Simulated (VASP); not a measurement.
# NbTe8Mo3 (P-6m2) in VASP: single point with PBE

Aim: the single point of NbTe8Mo3 with PBE.

Everything below comes from runs of VASP 6.6.1. Logs are shortened: lines on timing, memory, paths and dates and some standing lists are left out, and cuts for length are marked.

**1. The cell of the first run**

It takes space group P-6m2 (No. 187, hexagonal). The conventional cell has a = 3.590 Å, b = 3.590 Å, c = 29.991 Å, α = 90.00°, β = 90.00°, γ = 120.00°. Nb (site symmetry -6m2) has 6 Te at 2.80 Å and 6 Nb at 3.59 Å within 3.7 Å. Te (site symmetry 3m) has 3 Mo at 2.74 Å and 7 Te at 3.59 Å within 3.6 Å. Within 3.7 Å of Te (site symmetry 3m) lie 3 Nb at 2.80 Å and 6 Te at 3.59 Å. Te (site symmetry 3m) has 3 Mo at 2.74 Å and 7 Te at 3.59 Å within 3.6 Å. Within 3.6 Å of Te (site symmetry 3m) lie 3 Mo at 2.74 Å and 7 Te at 3.59 Å. Within 3.6 Å of Mo (site symmetry 3m) lie 6 Te at 2.74 Å and 6 Mo at 3.59 Å. Within 3.6 Å of Mo (site symmetry -6m2) lie 6 Te at 2.74 Å and 6 Mo at 3.59 Å.

**2. Single point, PBE**

Input file INCAR:

```
SYSTEM = NbTe8Mo3
PREC = Accurate
ENCUT = 520
EDIFF = 1E-6
ISMEAR = 0
SIGMA = 0.1
LREAL = .FALSE.
LASPH = .TRUE.
NELM = 80
ALGO = Normal
ISIF = 2
LWAVE = .FALSE.
LCHARG = .TRUE.
GGA = PE
LELF = .TRUE.
LVHAR = .TRUE.
NBANDS = 64
```

Input file KPOINTS:

```
Automatic mesh
0
G
  6 6 1
  0 0 0
```

Input file POSCAR:

```
NbTe8Mo3
1.0
    3.5900392000      0.0000000000      0.0000000000
   -1.7950196000      3.1090652000      0.0000000000
    0.0000000000      0.0000000000     29.9914336000
Nb Te Mo
1 8 3
Direct
    0.6666667000      0.3333333000      0.5000000000
    0.3333333000      0.6666667000      0.9401130000
    0.3333333000      0.6666667000      0.4372800000
    0.6666667000      0.3333333000      0.6890220000
    0.6666667000      0.3333333000      0.1912070000
    0.3333333000      0.6666667000      0.0598870000
    0.3333333000      0.6666667000      0.5627200000
    0.6666667000      0.3333333000      0.8087930000
    0.6666667000      0.3333333000      0.3109780000
    0.3333333000      0.6666667000      0.7488940000
    0.3333333000      0.6666667000      0.2511060000
    0.6666667000      0.3333333000      0.0000000000
```

Potentials or basis: VASP PAW PBE potentials, release 64 (Nb_sv, Te, Mo_sv).

Launch:

```bash
> cat potpaw_PBE.64/Nb_sv/POTCAR potpaw_PBE.64/Te/POTCAR potpaw_PBE.64/Mo_sv/POTCAR > POTCAR
> mpirun -np 1 vasp_std > vasp.out
```

OUTCAR:

```text
SYSTEM = NbTe8Mo3
   PREC = Accurate
   ENCUT = 520
   EDIFF = 1E-6
   ISMEAR = 0
   LREAL = .FALSE.
   LASPH = .TRUE.
   NELM = 80
   ISIF = 2
   GGA = PE

 ion  position               nearest neighbor table
   1  0.667  0.333  0.500-   3 2.80   7 2.80   3 2.80   7 2.80   3 2.80   7 2.80
   2  0.333  0.667  0.940-  12 2.74  12 2.74  12 2.74   6 3.59
   3  0.333  0.667  0.437-   1 2.80   1 2.80   1 2.80
   4  0.667  0.333  0.689-  10 2.74  10 2.74  10 2.74   8 3.59
   5  0.667  0.333  0.191-  11 2.74  11 2.74  11 2.74   9 3.59
   6  0.333  0.667  0.060-  12 2.74  12 2.74  12 2.74   2 3.59
   7  0.333  0.667  0.563-   1 2.80   1 2.80   1 2.80
   8  0.667  0.333  0.809-  10 2.74  10 2.74  10 2.74   4 3.59
   9  0.667  0.333  0.311-  11 2.74  11 2.74  11 2.74   5 3.59
  10  0.333  0.667  0.749-   4 2.74   4 2.74   4 2.74   8 2.74   8 2.74   8 2.74
  11  0.333  0.667  0.251-   9 2.74   9 2.74   9 2.74   5 2.74   5 2.74   5 2.74
  12  0.667  0.333  0.000-   2 2.74   6 2.74   2 2.74   6 2.74   2 2.74   6 2.74

  LATTYP: Found a hexagonal cell.
 ALAT       =     3.5900392000
 C/A-ratio  =     8.3540685572

  Lattice vectors:

 A1 = (   3.5900392000,   0.0000000000,   0.0000000000)
 A2 = (  -1.7950196000,   3.1090652000,   0.0000000000)
 A3 = (   0.0000000000,   0.0000000000,  29.9914336000)

Analysis of symmetry for initial positions (statically):
=====================================================================
 Subroutine PRICEL returns:
 Original cell was already a primitive cell.

 Routine SETGRP: Setting up the symmetry group for a
 hexagonal supercell.

 Subroutine GETGRP returns: Found 12 space group operations
 (whereof 12 operations were pure point group operations)
 out of a pool of 24 trial point group operations.

The static configuration has the point symmetry D_3h.

Analysis of symmetry for dynamics (positions and initial velocities):
=====================================================================
 Subroutine PRICEL returns:
 Original cell was already a primitive cell.

 Routine SETGRP: Setting up the symmetry group for a
 hexagonal supercell.

 Subroutine GETGRP returns: Found 12 space group operations
 (whereof 12 operations were pure point group operations)
 out of a pool of 24 trial point group operations.

The dynamic configuration has the point symmetry D_3h.

 Subroutine INISYM returns: Found 12 space group operations
 (whereof 12 operations are pure point group operations),
 and found     1 'primitive' translations

----------------------------------------------------------------------------------------

                                     Primitive cell

  volume of cell :     334.7544

  direct lattice vectors                    reciprocal lattice vectors
     3.590039200  0.000000000  0.000000000     0.278548491  0.160820043  0.000000000
    -1.795019600  3.109065200  0.000000000     0.000000000  0.321640087  0.000000000
     0.000000000  0.000000000 29.991433600     0.000000000  0.000000000  0.033342854

  length of vectors
     3.590039200  3.590039245 29.991433600     0.321640091  0.321640087  0.033342854

  position of ions in fractional coordinates (direct lattice)
     0.666666700  0.333333300  0.500000000
     0.333333300  0.666666700  0.940113000
     0.333333300  0.666666700  0.437280000
     0.666666700  0.333333300  0.689022000
     0.666666700  0.333333300  0.191207000
     0.333333300  0.666666700  0.059887000
     0.333333300  0.666666700  0.562720000
     0.666666700  0.333333300  0.808793000
     0.666666700  0.333333300  0.310978000
     0.333333300  0.666666700  0.748894000
     0.333333300  0.666666700  0.251106000
     0.666666700  0.333333300  0.000000000

  ion indices of the primitive-cell ions
   primitive index   ion index
                 1           1
                 2           2
                 3           3
                 4           4
                 5           5
                 6           6
                 7           7
                 8           8
                 9           9
                10          10
                11          11
                12          12

----------------------------------------------------------------------------------------

 KPOINTS: Automatic mesh

Automatic generation of k-mesh.
 Grid dimensions read from file:
 generate k-points for:    6    6    1

 Generating k-lattice:

  Cartesian coordinates                     Fractional coordinates (reciprocal lattice)
     0.046424748  0.026803341  0.000000000     0.166666667  0.000000000  0.000000000
     0.000000000  0.053606681  0.000000000     0.000000000  0.166666667  0.000000000
     0.000000000  0.000000000  0.033342854     0.000000000  0.000000000  1.000000000

  Length of vectors
     0.053606682  0.053606681  0.033342854

  Shift w.r.t. Gamma in fractional coordinates (k-lattice)
     0.000000000  0.000000000  0.000000000

 Subroutine IBZKPT returns following result:
 ===========================================

 Found      7 irreducible k-points:

 Following reciprocal coordinates:
            Coordinates               Weight
  0.000000  0.000000  0.000000      1.000000
  0.166667  0.000000  0.000000      6.000000
  0.333333  0.000000  0.000000      6.000000
  0.500000  0.000000  0.000000      3.000000
  0.166667  0.166667  0.000000      6.000000
  0.333333  0.166667  0.000000     12.000000
  0.333333  0.333333  0.000000      2.000000
   k-points           NKPTS =      7   k-points in BZ     NKDIM =      7   number of bands    NBANDS=     64
   number of dos      NEDOS =    301   number of ions     NIONS =     12
   total plane-waves  NPLWV = 175616
   dimension x,y,z NGX =    28 NGY =   28 NGZ =  224
   dimension x,y,z NGXF=    56 NGYF=   56 NGZF=  448
   ions per type =               1   8   3
   NGX,Y,Z   is equivalent  to a cutoff of  12.97, 12.97, 12.42 a.u.
   NGXF,Y,Z  is equivalent  to a cutoff of  25.93, 25.93, 24.83 a.u.
 SYSTEM =  NbTe8Mo3
   PREC   = accura    normal or accurate (medium, high low for compatibility)
   ISTART =      0    job   : 0-new  1-cont  2-samecut
   ICHARG =      2    charge: 1-file 2-atom 10-const
   ISPIN  =      1    spin polarized calculation?
   LNONCOLLINEAR =      F non collinear calculations
   LSORBIT =      F    spin-orbit coupling
   LASPH  =      T    aspherical Exc in radial PAW
   ENCUT  =  520.0 eV  38.22 Ry    6.18 a.u.   6.68  6.68 55.76*2*pi/ulx,y,z
   NELM   =     80;   NELMIN=  2; NELMDL= -5     # of ELM steps
   EDIFF  = 0.1E-05   stopping-criterion for ELM
   LREAL  =      F    real-space projection
   EDIFFG = 0.1E-04   stopping-criterion for IOM
   NSW    =      0    number of steps for IOM
   IBRION =     -1    ionic relax: 0-MD 1-quasi-New 2-CG
   NFREE  =      0    steps in history (QN), initial steepest desc. (CG)
   ISIF   =      2    stress and relaxation
   ISYM   =      2    0-nonsym 1-usesym 2-fastsym
   POTIM  = 0.5000    time-step for ionic-motion
   TEBEG  =    0.0;   TEEND  =   0.0 temperature during run
   PSTRESS=    0.0 pullay stress
   NELECT =     103.0000    total number of electrons
   NUPDOWN=      -1.0000    fix difference up-down
   EMIN   =  10.00;   EMAX   =-10.00  energy-range for DOS
   EFERMI =   0.00;   METHOD = LEGACY
   ISMEAR =     0;   SIGMA  =   0.10  broadening in eV -4-tet -1-fermi 0-gaus
   EFERMI_NEDOS =   21; number of points for ismear=-14 and -15
   IALGO  =     38    algorithm
   IMIX   =      4    mixing-type and parameters
     AMIX     =   0.40;   BMIX     =  1.00
     AMIX_MAG =   1.60;   BMIX_MAG =  1.00
  volume/ion in A,a.u.               =      27.90       188.25
  Fermi-wavevector in a.u.,A,eV,Ry     =   1.105211  2.088546 16.619396  1.221491
  Thomas-Fermi vector in A             =   2.241695
   LORBIT       =      0    0 simple, 1 ext, 2 COOP (PROOUT), +10 PAW based schemes
   GGA     = PE    functional components
   LHFCALC =     F    Hartree Fock is set to
   AEXX    =    0.0000 exact exchange contribution
   IVDW    =     0    specifies the selected vdW correction
   LEPSILON=     F    determine dielectric tensor
   LRPA    =     F    only Hartree local field effects (RPA)
 non-spin polarized calculation
 Gauss-broadening in eV      SIGMA  =   0.10
  energy-cutoff  :      520.00
  volume of cell :      334.75
 maximum number of plane-waves:      9051
 NGX is ok and might be reduce to    28
   NGX = 13   NGY = 13   NGZ =111

 number of electron     102.9999999 magnetization

 Free energy of the ion-electron system (eV)
  ---------------------------------------------------
  ext. energy  EPLUGINS =         0.00000000
  ---------------------------------------------------
  free energy    TOTEN  =       -71.86665624 eV

  energy without entropy =      -71.84529988  energy(sigma->0) =      -71.85597806

 E-fermi :   6.8346     XC(G=0):  -9.7990

 val. band max:        6.7458922141   @ k =   0.1667   0.1667   0.0000
 cond. band min:       6.8407427806   @ k =   0.1667   0.0000   0.0000
 fundamental gap:      0.0948505665
 Fermi energy:         6.8346443277

 k-point     1 :       0.0000    0.0000    0.0000
  band No.  band energies     occupation
      1     -54.0534      2.00000
      2     -54.0534      2.00000
      3     -54.0494      2.00000
      4     -48.0547      2.00000
      5     -28.1834      2.00000
      6     -28.1834      2.00000
[... 55 lines left out ...]
     62       9.8737      0.00000
     63       9.9137      0.00000

 k-point     2 :       0.1667    0.0000    0.0000
  band No.  band energies     occupation
      1     -54.0516      2.00000
      2     -54.0516      2.00000
      3     -54.0476      2.00000
      4     -48.0514      2.00000
      5     -28.1777      2.00000
      6     -28.1777      2.00000
[... 329 lines left out ...]
      6     -28.1814      2.00000
[... 55 lines left out ...]
     62       9.0699      0.00000
     63       9.2154      0.00000
 [bands above 63 left out]

------------------------ aborting loop because EDIFF is reached ----------------------------------------

  FORCE on cell =-STRESS in cart. coord.  units (eV):
  Direction    XX          YY          ZZ          XY          YZ          ZX
  --------------------------------------------------------------------------------------
  -------------------------------------------------------------------------------------
  Total       -0.0784805     -0.0784805      0.0881922      0.0000000      0.0000000      0.0000000
  in kB       -0.3756176     -0.3756176      0.4220993      0.0000000      0.0000000      0.0000000
  external PRESSURE =      -0.1097120 kB  Pullay stress =       0.0000000 kB

 VOLUME and BASIS-vectors are now :
 -----------------------------------------------------------------------------
  energy-cutoff  :      520.00
  volume of cell :      334.75
      direct lattice vectors                 reciprocal lattice vectors
     3.590039200  0.000000000  0.000000000     0.278548491  0.160820043  0.000000000
    -1.795019600  3.109065200  0.000000000     0.000000000  0.321640087  0.000000000
     0.000000000  0.000000000 29.991433600     0.000000000  0.000000000  0.033342854

 POSITION                                       TOTAL-FORCE (eV/Angst)
 -----------------------------------------------------------------------------------
      1.79502      1.03635     14.99572        -0.000000      0.000000      0.000000
     -0.00000      2.07271     28.19534        -0.000000      0.000000     -0.013902
     -0.00000      2.07271     13.11465        -0.000000      0.000000      0.013433
      1.79502      1.03635     20.66476        -0.000000      0.000000     -0.012591
      1.79502      1.03635      5.73457        -0.000000      0.000000     -0.013569
     -0.00000      2.07271      1.79610        -0.000000      0.000000      0.013902
     -0.00000      2.07271     16.87678        -0.000000      0.000000     -0.013433
      1.79502      1.03635     24.25686        -0.000000      0.000000      0.013569
      1.79502      1.03635      9.32668        -0.000000      0.000000      0.012591
     -0.00000      2.07271     22.46040         0.000000      0.000000     -0.005822
     -0.00000      2.07271      7.53103         0.000000     -0.000000      0.005822
      1.79502      1.03635      0.00000         0.000000     -0.000000      0.000000
 -----------------------------------------------------------------------------------
    total drift:                                0.000008     -0.000004      0.000000

  FREE ENERGIE OF THE ION-ELECTRON SYSTEM (eV)
  ---------------------------------------------------
  free  energy   TOTEN  =       -71.8666562422 eV

  energy  without entropy=      -71.8452998848  energy(sigma->0) =      -71.85597806
```

Run time: 7.5 min. Hardware: 1 thread of AMD EPYC 7R13 (Zen 3), shared host; peak memory 0.48 GiB.

What came out:

```
Free energy   : -71.8667 eV
Pressure      : 0.0 GPa
Largest force : 0.014 eV/Å
```

Forces on the atoms (eV/Å):
```
Nb   0.000  0.000  0.000
Te   0.000  0.000 -0.014
Te   0.000  0.000  0.013
Te   0.000  0.000 -0.013
Te   0.000  0.000 -0.014
Te   0.000  0.000  0.014
Te   0.000  0.000 -0.013
Te   0.000  0.000  0.014
Te   0.000  0.000  0.013
Mo   0.000  0.000 -0.006
Mo   0.000  0.000  0.006
Mo   0.000  0.000  0.000
```

Caveat: spin-orbit coupling is left out, which moves the levels of the heavy elements; this functional lacks dispersion, which binds the layers, so the pressure and a relaxed spacing across them are unreliable.
